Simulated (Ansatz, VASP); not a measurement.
## W: VASP beside Ansatz

```
W
1.0
     0.00000    2.00256    2.00256
     2.00256    0.00000    2.00256
     2.00256    2.00256    0.00000
W
1
Direct
  0.00000 0.00000 0.00000
```

Change from the starting cell: volume scaled by 0.96, crystal datasets.

Alike in both runs: task electric field gradients; functional PBEsol; k mesh 14 × 14 × 14; occupations fermi-dirac, width 0.05 eV; no spin polarisation.

```csv
,VASP,Ansatz
version,VASP 6.6.1,Ansatz 0.2.0
potentials or method,"VASP PAW PBE potentials, release 64 (W_sv), cutoff 520 eV","all-electron PAW with datasets made for the crystal, scalar-relativistic"
```

VASP gave:

```
pressure (GPa) : -0.8
```

Q: Which values does Ansatz return?

A: Pressure (GPa): -1.4.

VASP's potentials were made for PBE, not for PBEsol. Ansatz ran all-electron here, and VASP with PAW potentials.

Neither program's run includes spin-orbit coupling.
